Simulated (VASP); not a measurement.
Write the native input for VASP 6.6.1 that does the following.

| Quantity | Value |
| --- | --- |
| Task | single point |
| Functional | PBE |
| Potentials or basis | VASP PAW PBE potentials, release 64 (Si, Ge_d, Pt) |
| Cutoff | 520 eV |
| k mesh | 4 × 4 × 4 |
| Occupations | gaussian, width 0.1 eV |
| Spin | no spin polarisation |
| Dipole correction | no |
| Further INCAR settings | ALGO = Normal; EDIFF = 1e-07; NBANDS = 34 |

The structure of Si3Ge2Pt lies in POSCAR:

```
Si3Ge2Pt
1.0
    2.3257592500     -3.5028496700      0.0000000000
    2.3257592500      3.5028496700      0.0000000000
    0.0000000000      0.0000000000      6.8225943500
Si Ge Pt
3 2 1
Direct
    0.8062496400      0.1937503600      0.0000000000
    0.1937503600      0.8062496400      0.0000000000
    0.0000000000      0.0000000000      0.0000000000
    0.8341150800      0.8341150800      0.5000000000
    0.1658849200      0.1658849200      0.5000000000
    0.5000000000      0.5000000000      0.0000000000
```

The input as run:

INCAR

```
PREC = Accurate
ENCUT = 520
EDIFF = 1E-7
ISMEAR = 0
SIGMA = 0.1
LREAL = F
LASPH = T
NELM = 60
ALGO = Normal
ISIF = 2
LWAVE = F
LCHARG = F
GGA = PE
NBANDS = 34
```

KPOINTS

```
regular mesh
0
Gamma
  4 4 4
```

Potentials or basis: VASP PAW PBE potentials, release 64 (Si, Ge_d, Pt).

Run with:

```sh
$ cat potpaw_PBE.64/Si/POTCAR potpaw_PBE.64/Ge_d/POTCAR potpaw_PBE.64/Pt/POTCAR > POTCAR
$ mpirun -np 1 vasp_std > vasp.out
```

It gave:

| Quantity | Value |
| --- | --- |
| Pressure | 144.8 GPa |
| Largest force | 67.385 eV/Å |
| Band gap on the k mesh | zero (band 25 reaches 6.70 eV, above the bottom of band 26 at 5.68 eV) |

Caveat: the k points lie up to 0.41 Å⁻¹ apart; spin-orbit coupling is left out, which moves the levels of the heavy elements; forces of over 1 eV/Å act on the atoms, so gaps and moduli don't describe the material at rest.

It took 98 s on 1 thread of AMD EPYC 7R43 64-Core Processor (Zen 3), with other jobs on the host, peak memory 0.22 GiB.
